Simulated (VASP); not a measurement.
# H14CO7 in VASP: notebook

H14CO7 is run at these levels: PBE+D3(BJ); tasks: single point.

Program: VASP 6.6.1. These are calculated values, not measurements. Logs are shortened: lines on timing, memory, paths and dates and some standing lists are left out, and cuts for length are marked.

**1. The cell of the first run**

The cell holds a disordered packing, 22 atoms: a = 6.008 Å, b = 6.008 Å, c = 6.008 Å, α = 90.00°, β = 90.00°, γ = 90.00°.

**2. Single point, PBE+D3(BJ)**

Input file INCAR:

```
SYSTEM = H14CO7
ALGO     = Normal         ! electronic algorithm
EDIFF    = 1E-7           ! SCF threshold, eV
ENCUT    = 520            ! plane-wave cutoff, eV
GGA      = PE             ! functional
ISIF     = 2              ! what is computed and relaxed
ISMEAR   = -1             ! smearing method
IVDW     = 12             ! dispersion correction
LASPH    = .True.         ! aspherical terms in the spheres
LCHARG   = .False.        ! write CHGCAR
LREAL    = Auto         
LWAVE    = .False.        ! write WAVECAR
NBANDS   = 47             ! bands
NELM     = 80             ! most SCF steps
PREC     = Accurate       ! precision mode
SIGMA    = 0.02           ! smearing width, eV
```

Input file KPOINTS:

```
k-points
0
Gamma
  1 1 1
  0 0 0
```

Input file POSCAR:

```
H14CO7
1.0
    6.0083220000      0.0000000000      0.0000000000
    0.0000000000      6.0083220000      0.0000000000
    0.0000000000      0.0000000000      6.0083220000
O H C
7 14 1
Direct
    0.3082523439      0.7121617414      0.5965353446
    0.5555475754      0.9151537648      1.0558262060
    0.1189121835      0.9804018207      0.1429846095
    0.7661440887      0.9410208856      0.6567212905
    0.4259783837      0.4814530419      0.9724818276
    0.5036773258      0.2069470846      0.3968282403
    0.9113424048      0.5812081160      0.1342820360
    0.1883704112      0.8112583694      0.6419824230
    0.3284594239      0.6142013247      0.7275600862
    0.6412752417      0.9400065639      0.9163897424
    0.3969210117      0.9417040712      1.0220748940
    0.1892102140      0.9914890957      0.2887137279
    0.0345319125      0.8382670764      0.1477207934
    0.7088492691      1.0751897112      0.5810967851
    0.6572933930      0.8305877951      0.6043697169
    0.5096062073      0.6156533170      1.0204385637
    0.5389150428      0.3799688929      0.9169275226
    0.4655244943      0.3457299279      0.3211607409
    0.5410953830      0.1061113700      0.2698558923
    0.9268859376      0.2614947699      0.2397489529
    1.0545873333      0.4877626405      0.4268284981
    0.9643209188      0.4396649192      0.2711912061
```

Potentials or basis: VASP PAW PBE potentials, release 64 (O, H, C).

On the command line:

```
$ cat potpaw_PBE.64/O/POTCAR potpaw_PBE.64/H/POTCAR potpaw_PBE.64/C/POTCAR > POTCAR
$ mpirun -np 1 vasp_gam > vasp.out
```

OUTCAR:

```text
SYSTEM = H14CO7
   EDIFF = 1E-7
   ENCUT = 520
   GGA = PE
   ISIF = 2
   ISMEAR = -1
   IVDW = 12
   LASPH = .True.
   LREAL = Auto
   NELM = 80
   PREC = Accurate
 IVDW          = 12

 ion  position               nearest neighbor table
   1  0.308  0.712  0.597-   8 0.97   9 0.99
   2  0.556  0.915  0.056-  11 0.99  10 0.99
   3  0.119  0.980  0.143-  12 0.97  13 0.99
   4  0.766  0.941  0.657-  15 0.98  14 0.99
   5  0.426  0.481  0.972-  17 0.97  16 0.99
   6  0.504  0.207  0.397-  18 0.98  19 1.00
   7  0.911  0.581  0.134-  22 1.23
   8  0.188  0.811  0.642-   1 0.97
   9  0.328  0.614  0.728-   1 0.99
  10  0.641  0.940  0.916-   2 0.99
  11  0.397  0.942  0.022-   2 0.99
  12  0.189  0.991  0.289-   3 0.97
  13  0.035  0.838  0.148-   3 0.99
  14  0.709  0.075  0.581-   4 0.99
  15  0.657  0.831  0.604-   4 0.98
  16  0.510  0.616  0.020-   5 0.99
  17  0.539  0.380  0.917-   5 0.97
  18  0.466  0.346  0.321-   6 0.98
  19  0.541  0.106  0.270-   6 1.00
  20  0.927  0.261  0.240-  22 1.11
  21  0.055  0.488  0.427-  22 1.12
  22  0.964  0.440  0.271-  20 1.11  21 1.12   7 1.23

  LATTYP: Found a simple cubic cell.
 ALAT       =     6.0083220000

  Lattice vectors:

 A1 = (   6.0083220000,   0.0000000000,   0.0000000000)
 A2 = (   0.0000000000,   6.0083220000,   0.0000000000)
 A3 = (   0.0000000000,   0.0000000000,   6.0083220000)

Analysis of symmetry for initial positions (statically):
=====================================================================
 Subroutine PRICEL returns:
 Original cell was already a primitive cell.

 Routine SETGRP: Setting up the symmetry group for a
 simple cubic supercell.

 Subroutine GETGRP returns: Found  1 space group operations
 (whereof  1 operations were pure point group operations)
 out of a pool of 48 trial point group operations.

The static configuration has the point symmetry C_1 .

Analysis of symmetry for dynamics (positions and initial velocities):
=====================================================================
 Subroutine PRICEL returns:
 Original cell was already a primitive cell.

 Routine SETGRP: Setting up the symmetry group for a
 simple cubic supercell.

 Subroutine GETGRP returns: Found  1 space group operations
 (whereof  1 operations were pure point group operations)
 out of a pool of 48 trial point group operations.

The dynamic configuration has the point symmetry C_1 .

 Subroutine INISYM returns: Found  1 space group operations
 (whereof  1 operations are pure point group operations),
 and found     1 'primitive' translations

----------------------------------------------------------------------------------------

                                     Primitive cell

  volume of cell :     216.9000

  direct lattice vectors                    reciprocal lattice vectors
     6.008322000  0.000000000  0.000000000     0.166435820  0.000000000  0.000000000
     0.000000000  6.008322000  0.000000000     0.000000000  0.166435820  0.000000000
     0.000000000  0.000000000  6.008322000     0.000000000  0.000000000  0.166435820

  length of vectors
     6.008322000  6.008322000  6.008322000     0.166435820  0.166435820  0.166435820

  position of ions in fractional coordinates (direct lattice)
     0.308252344  0.712161741  0.596535345
     0.555547575  0.915153765  0.055826206
     0.118912184  0.980401821  0.142984609
     0.766144089  0.941020886  0.656721291
     0.425978384  0.481453042  0.972481828
     0.503677326  0.206947085  0.396828240
[... 14 lines left out ...]
     0.054587333  0.487762641  0.426828498
     0.964320919  0.439664919  0.271191206

  ion indices of the primitive-cell ions
   primitive index   ion index
                 1           1
                 2           2
                 3           3
                 4           4
                 5           5
                 6           6
[... 14 lines left out ...]
                21          21
                22          22

----------------------------------------------------------------------------------------

 KPOINTS: k-points

Automatic generation of k-mesh.
 Grid dimensions read from file:
 generate k-points for:    1    1    1

 Generating k-lattice:

  Cartesian coordinates                     Fractional coordinates (reciprocal lattice)
     0.166435820  0.000000000  0.000000000     1.000000000  0.000000000  0.000000000
     0.000000000  0.166435820  0.000000000     0.000000000  1.000000000  0.000000000
     0.000000000  0.000000000  0.166435820     0.000000000  0.000000000  1.000000000

  Length of vectors
     0.166435820  0.166435820  0.166435820

  Shift w.r.t. Gamma in fractional coordinates (k-lattice)
     0.000000000  0.000000000  0.000000000

 Subroutine IBZKPT returns following result:
 ===========================================

 Found      1 irreducible k-points:

 Following reciprocal coordinates:
            Coordinates               Weight
  0.000000  0.000000  0.000000      1.000000
   k-points           NKPTS =      1   k-points in BZ     NKDIM =      1   number of bands    NBANDS=     47
   number of dos      NEDOS =    301   number of ions     NIONS =     22
   total plane-waves  NPLWV = 110592
   dimension x,y,z NGX =    48 NGY =   48 NGZ =   48
   dimension x,y,z NGXF=    96 NGYF=   96 NGZF=   96
   ions per type =               7  14   1
   NGX,Y,Z   is equivalent  to a cutoff of  13.28, 13.28, 13.28 a.u.
   NGXF,Y,Z  is equivalent  to a cutoff of  26.56, 26.56, 26.56 a.u.
 SYSTEM =  H14CO7
   PREC   = accura    normal or accurate (medium, high low for compatibility)
   ISTART =      0    job   : 0-new  1-cont  2-samecut
   ICHARG =      2    charge: 1-file 2-atom 10-const
   ISPIN  =      1    spin polarized calculation?
   LNONCOLLINEAR =      F non collinear calculations
   LSORBIT =      F    spin-orbit coupling
   LASPH  =      T    aspherical Exc in radial PAW
   ENCUT  =  520.0 eV  38.22 Ry    6.18 a.u.  11.17 11.17 11.17*2*pi/ulx,y,z
   NELM   =     80;   NELMIN=  2; NELMDL= -5     # of ELM steps
   EDIFF  = 0.1E-06   stopping-criterion for ELM
   LREAL  =      T    real-space projection
   EDIFFG = 0.1E-05   stopping-criterion for IOM
   NSW    =      0    number of steps for IOM
   IBRION =     -1    ionic relax: 0-MD 1-quasi-New 2-CG
   NFREE  =      0    steps in history (QN), initial steepest desc. (CG)
   ISIF   =      2    stress and relaxation
   ISYM   =      2    0-nonsym 1-usesym 2-fastsym
   POTIM  = 0.5000    time-step for ionic-motion
   TEBEG  =    0.0;   TEEND  =   0.0 temperature during run
   PSTRESS=    0.0 pullay stress
   NELECT =      60.0000    total number of electrons
   NUPDOWN=      -1.0000    fix difference up-down
   EMIN   =  10.00;   EMAX   =-10.00  energy-range for DOS
   EFERMI =   0.00;   METHOD = LEGACY
   ISMEAR =    -1;   SIGMA  =   0.02  broadening in eV -4-tet -1-fermi 0-gaus
   EFERMI_NEDOS =   21; number of points for ismear=-14 and -15
   IALGO  =     38    algorithm
   IMIX   =      4    mixing-type and parameters
     AMIX     =   0.40;   BMIX     =  1.00
     AMIX_MAG =   1.60;   BMIX_MAG =  1.00
  volume/ion in A,a.u.               =       9.86        66.53
  Fermi-wavevector in a.u.,A,eV,Ry     =   1.066691  2.015754 15.481119  1.137830
  Thomas-Fermi vector in A             =   2.202284
   LORBIT       =      0    0 simple, 1 ext, 2 COOP (PROOUT), +10 PAW based schemes
   GGA     = PE    functional components
   LHFCALC =     F    Hartree Fock is set to
   AEXX    =    0.0000 exact exchange contribution
   IVDW    =    12    specifies the selected vdW correction
   LEPSILON=     F    determine dielectric tensor
   LRPA    =     F    only Hartree local field effects (RPA)
 non-spin polarized calculation
  energy-cutoff  :      520.00
  volume of cell :      216.90
 maximum number of plane-waves:      2872
 NGX is ok and might be reduce to    48
   NGX = 23   NGY = 23   NGZ = 23

 number of electron      60.0000003 magnetization

 Free energy of the ion-electron system (eV)
  ---------------------------------------------------
  ext. energy  EPLUGINS =         0.00000000
  ---------------------------------------------------
  free energy    TOTEN  =      -109.70740047 eV

  energy without entropy =     -109.70740047  energy(sigma->0) =     -109.70740047

 E-fermi :  -2.1925     XC(G=0):  -7.0385

 val. band max:       -2.7627980530   @ k =   0.0000   0.0000   0.0000
 cond. band min:       0.8902460012   @ k =   0.0000   0.0000   0.0000
 fundamental gap:      3.6530440542
 Fermi energy:        -2.1924858333

 k-point     1 :       0.0000    0.0000    0.0000
  band No.  band energies     occupation
      1     -23.2783      2.00000
      2     -22.3535      2.00000
      3     -22.0018      2.00000
      4     -21.6936      2.00000
      5     -21.5792      2.00000
      6     -21.5159      2.00000
[... 34 lines left out ...]
     41       7.6570      0.00000
     42       7.9114      0.00000
 [bands above 42 left out]

------------------------ aborting loop because EDIFF is reached ----------------------------------------

 Edisp (eV)   -0.84690

 E8    (eV) :    -0.1797

  FORCE on cell =-STRESS in cart. coord.  units (eV):
  Direction    XX          YY          ZZ          XY          YZ          ZX
  --------------------------------------------------------------------------------------
  -------------------------------------------------------------------------------------
  Total      -0.13117     1.58421     0.08518    -0.23608    -0.55002     0.28655
  in kB      -0.96889    11.70210     0.62922    -1.74388    -4.06287     2.11669
  external pressure =        3.79 kB  Pullay stress =        0.00 kB

 VOLUME and BASIS-vectors are now :
 -----------------------------------------------------------------------------
  energy-cutoff  :      520.00
  volume of cell :      216.90
      direct lattice vectors                 reciprocal lattice vectors
     6.008322000  0.000000000  0.000000000     0.166435820  0.000000000  0.000000000
     0.000000000  6.008322000  0.000000000     0.000000000  0.166435820  0.000000000
     0.000000000  0.000000000  6.008322000     0.000000000  0.000000000  0.166435820

 POSITION                                       TOTAL-FORCE (eV/Angst)
 -----------------------------------------------------------------------------------
      1.85208      4.27890      3.58418         0.007838      0.007080     -0.083708
      3.33791      5.49854      0.33542         0.014455     -0.035650      0.006038
      0.71446      5.89057      0.85910         0.015926      0.029147      0.003159
      4.60324      5.65396      3.94579        -0.049974     -0.008516     -0.003300
      2.55942      2.89272      5.84298         0.018600     -0.016915     -0.012054
      3.02626      1.24340      2.38427         0.043144      0.059583     -0.104647
[... 14 lines left out ...]
      0.32798      2.93064      2.56452        -0.107319     -0.063048     -0.153130
      5.79395      2.64165      1.62940        -0.044296     -0.251513      0.245369
 -----------------------------------------------------------------------------------
    total drift:                               -0.008741     -0.000625     -0.001446

  FREE ENERGIE OF THE ION-ELECTRON SYSTEM (eV)
  ---------------------------------------------------
  free  energy   TOTEN  =      -110.5543042454 eV

  energy  without entropy=     -110.5543042454  energy(sigma->0) =     -110.55430425
```

It took 60 s on 1 thread of Intel Xeon 8259CL, shared host; peak memory 0.31 GiB.

Results:

```
Free energy                : -110.5543 eV
Pressure                   : 0.4 GPa
Largest force              : 0.354 eV/Å
Dispersion energy per atom : -0.038 eV
```

Forces on the atoms (eV/Å):
```
O    0.008  0.007 -0.084
O    0.014 -0.036  0.006
O    0.016  0.029  0.003
O   -0.050 -0.009 -0.003
O    0.019 -0.017 -0.012
O    0.043  0.060 -0.105
O    0.044  0.207 -0.145
H   -0.103  0.087 -0.004
H    0.042 -0.106  0.092
H    0.110  0.026 -0.032
H   -0.118  0.015  0.061
H    0.045  0.019  0.048
H   -0.067 -0.132 -0.027
H    0.000  0.043 -0.038
H    0.018 -0.001  0.007
H   -0.025  0.026  0.023
H    0.033  0.002 -0.010
H   -0.024  0.089  0.061
H    0.029 -0.098  0.018
H    0.116  0.104  0.047
H   -0.107 -0.063 -0.153
C   -0.044 -0.252  0.245
```

Caveat: the k points lie up to 1.05 Å⁻¹ apart.

**3. Single point, PBE+D3(BJ)**

Input file INCAR:

```
PREC     = Accurate       # precision mode
ENCUT    = 520            # plane-wave cutoff, eV
EDIFF    = 1E-7           # SCF threshold, eV
ISMEAR   = -1             # smearing method
SIGMA    = 0.02           # smearing width, eV
LREAL    = Auto         
LASPH    = T              # aspherical terms in the spheres
NELM     = 60             # most SCF steps
ALGO     = Normal         # electronic algorithm
ISIF     = 2              # what is computed and relaxed
LWAVE    = F              # write WAVECAR
LCHARG   = F              # write CHGCAR
GGA      = PE             # functional
IVDW     = 12             # dispersion correction
NBANDS   = 47             # bands
```

Input file KPOINTS:

```
Automatic mesh
0
Gamma
  1 1 1
```

Input file POSCAR:

```
H14CO7
1.0
    6.0083220000      0.0000000000      0.0000000000
    0.0000000000      6.0083220000      0.0000000000
    0.0000000000      0.0000000000      6.0083220000
O H C
7 14 1
Direct
    0.3132322136      0.7467143073      0.5936099963
    0.5395849290      0.9272805286      1.0518743836
    0.1119447327      0.9670087589      0.1916009162
    0.7682843896      1.0002459921      0.6747474586
    0.4523392721      0.5169829447      0.9467535195
    0.5475405612      0.2013374117      0.3918897822
    0.8961736738      0.5898485467      0.1478116519
    0.2957564525      0.8960904559      0.6620816927
    0.3386802505      0.6269304475      0.7079181176
    0.5961731079      0.9728839433      0.8968061299
    0.3719840581      0.9546592210      1.0540214056
    0.1583303957      0.8822762828      0.3355179699
    0.0351512452      0.8383871570      0.1196340675
    0.6719014061      1.0978772443      0.5870690685
    0.8127061100      0.8721070542      0.5955905825
    0.5404836825      0.6490830551      0.9796079504
    0.5470246102      0.3958675983      0.9261487650
    0.4700147562      0.3307911926      0.3414264415
    0.5712576656      0.1107963255      0.2589075619
    0.8796299533      0.2672792836      0.2955567295
    0.9076910325      0.5363061434      0.4606777067
    0.9009170947      0.4513739443      0.3076899008
```

Potentials or basis: VASP PAW PBE potentials, release 64 (O, H, C).

On the command line:

```
$ cat potpaw_PBE.64/O/POTCAR potpaw_PBE.64/H/POTCAR potpaw_PBE.64/C/POTCAR > POTCAR
$ mpirun -np 1 vasp_gam > vasp.out
```

Wall time 67 s (1 thread of Intel Xeon 8259CL, shared host); peak memory 0.31 GiB.

It converged, with:

| Quantity | Value |
| --- | --- |
| Free energy | -109.5046 eV |
| Pressure | 1.1 GPa |
| Largest force | 3.661 eV/Å |
| Dispersion energy per atom | -0.038 eV |

Forces in eV/Å, atoms in the order of the input:
```
O   -0.533  0.493 -0.472
O   -0.620  0.983 -1.240
O    0.533 -1.453  1.527
O    0.430  0.973  2.319
O   -1.961  0.429 -0.125
O   -0.429  0.557  0.772
O    0.082 -2.717  0.941
H    0.229 -1.248 -0.003
H   -0.046  0.910  0.178
H    0.225 -0.511  1.015
H    0.763 -0.277  0.396
H   -0.167  1.179 -1.566
H   -0.208  0.495  0.206
H   -0.077 -0.066 -0.906
H    0.078 -1.003 -0.900
H    0.322  0.453  0.427
H    1.450 -1.431 -0.318
H   -0.574  0.852 -0.205
H   -0.077 -0.970 -0.874
H    0.700  0.606 -0.290
H    0.301  0.117  2.372
C   -0.423  1.630 -3.251
```

Stress tensor (GPa, compression positive):
```
1.85 0.35 1.00
0.35 0.45 3.04
1.00 3.04 0.98
```

Levels at points of the mesh, in eV from the Fermi level:
| k point | band 28 | band 29 | band 30 | band 31 | band 32 | band 33 |
| --- | --- | --- | --- | --- | --- | --- |
| (0.00, 0.00, 0.00) | -1.45 | -1.16 | -0.58 | 2.87 | 3.76 | 6.65 |

Caveat: the k points lie up to 1.05 Å⁻¹ apart.
